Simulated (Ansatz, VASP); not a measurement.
One calculation of K, two programs

INCAR

```
SYSTEM = K
PREC = Accurate
ENCUT = 520
EDIFF = 1E-6
ISMEAR = -1
SIGMA = 0.1
LREAL = .FALSE.
LASPH = .TRUE.
NELM = 60
ALGO = Normal
ISIF = 2
LWAVE = .FALSE.
LCHARG = .TRUE.
GGA = B5
ALDAX = 1.0
AGGAX = 1.0
AGGAC = 1.0
ALDAC = 0.0
LELF = .TRUE.
LVHAR = .TRUE.
NBANDS = 10
```

KPOINTS

```
regular mesh
0
G
  9 9 9
  0 0 0
```

Contents of POSCAR:

```
K
1.0
    0.0000000000      3.3609710066      3.3609710066
    3.3609710066      0.0000000000      3.3609710066
    3.3609710066      3.3609710066      0.0000000000
K
1
Direct
    0.0000000000      0.0000000000      0.0000000000
```

Input for Ansatz:

```yaml
crystal:
  lattice:
    - [0.0, 3.3609710066, 3.3609710066]
    - [3.3609710066, 0.0, 3.3609710066]
    - [3.3609710066, 3.3609710066, 0.0]
  atoms:
    - { symbol: K, position: [0.0, 0.0, 0.0] }
hamiltonian:
  xc: blyp
  pseudopotentials:
    kind: paw
    azcp:
      K: "pseudopotentials/K.paw.azcp"
basis:
  ecutwfc: 420
  fft_grid_basis: typed
kpoints:
  mp_grid: { grid: [9, 9, 9], shift: [0, 0, 0] }
magnetization:
  spin_polarized: false
scf:
  occupations: { method: fermi_dirac, width: 0.1 }
  lower_state_search: "off"
output:
  stress: true
  write_density: true
  write_potential: true
  elf: true
  volumetric_format: npy
```

Alike in both runs: task single point; functional BLYP; k mesh 9 × 9 × 9; occupations fermi-dirac, width 0.1 eV; no spin polarisation.

|  | VASP | Ansatz |
| --- | --- | --- |
| version | VASP 6.6.1 | Ansatz 0.2.0 |
| potentials or method | VASP PAW PBE potentials, release 64 (K_sv), cutoff 520 eV | plane waves (420 eV) with PAW, scalar-relativistic |
| valence electrons in the cell | 9 | 9 |

|  | VASP | Ansatz | Ansatz less VASP |
| --- | --- | --- | --- |
| pressure (GPa) | 0.0 | 0.0 | +0.01 |

VASP's potentials were made for PBE, not for BLYP.
